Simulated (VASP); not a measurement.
Wanted: the native input for a VASP 6.6.1 run.

```yaml
Task: single point
Functional: PBEsol
Potentials_or_basis: VASP PAW PBE potentials, release 64 (Si, Ni)
Cutoff: 520 eV
k_mesh: 14 × 14 × 14
Occupations: gaussian, width 0.15 eV
Spin: no spin polarisation
Dipole_correction: no
Further_INCAR_settings: ALGO = Fast; EDIFF = 1e-06; NBANDS = 25
```

The structure of SiNi3 lies in POSCAR:

```
SiNi3
1.0
    3.4612457436      0.0000000000      0.0000000000
    0.0000000000      3.4612457436      0.0000000000
    0.0000000000      0.0000000000      3.4612457436
Si Ni
1 3
Direct
    0.0000000000      0.0122575541      0.0122575541
    0.0000000000      0.5000000000      0.5000000000
    0.5000000000      0.0000000000      0.5000000000
    0.5000000000      0.5000000000      0.0000000000
```

This cell differs from its parent crystal: atom 1 (Si) moved -0.060 Å towards its neighbour atom 2 (Ni) at 2.447 Å.

These files were run (other wordings do the same):

INCAR

```
SYSTEM = SiNi3
ALGO     = Fast           ! electronic algorithm
EDIFF    = 1E-6           ! SCF threshold, eV
ENCUT    = 520            ! plane-wave cutoff, eV
GGA      = PS             ! functional
ISIF     = 2              ! what is computed and relaxed
ISMEAR   = 0              ! smearing method
LASPH    = .TRUE.         ! aspherical terms in the spheres
LCHARG   = .FALSE.        ! write CHGCAR
LREAL    = .FALSE.        ! projectors in reciprocal space
LWAVE    = .FALSE.        ! write WAVECAR
NBANDS   = 25             ! bands
NELM     = 100            ! most SCF steps
PREC     = Accurate       ! precision mode
SIGMA    = 0.15           ! smearing width, eV
```

KPOINTS

```
k-points
0
G
  14 14 14
  0 0 0
```

Potentials or basis: VASP PAW PBE potentials, release 64 (Si, Ni).

Run with:

```bash
$ cat potpaw_PBE.64/Si/POTCAR potpaw_PBE.64/Ni/POTCAR > POTCAR
$ mpirun -np 1 vasp_std > vasp.out
```

Results of the run:

The pressure is 0.2 GPa. The largest force is 0.371 eV/Å and the band gap on the k mesh is zero (bands 17 and 18 overlap by 0.25 eV).

Caveat: the cell differs from its parent crystal (atom 1 (Si) moved -0.060 Å towards its neighbour atom 2 (Ni) at 2.447 Å); the PAW data sets were made with another functional, which shifts forces and pressure a little.

Wall time 3.6 min on 1 thread of Intel(R) Xeon(R) 6975P-C (Granite Rapids), with other jobs on the host, peak memory 0.47 GiB.
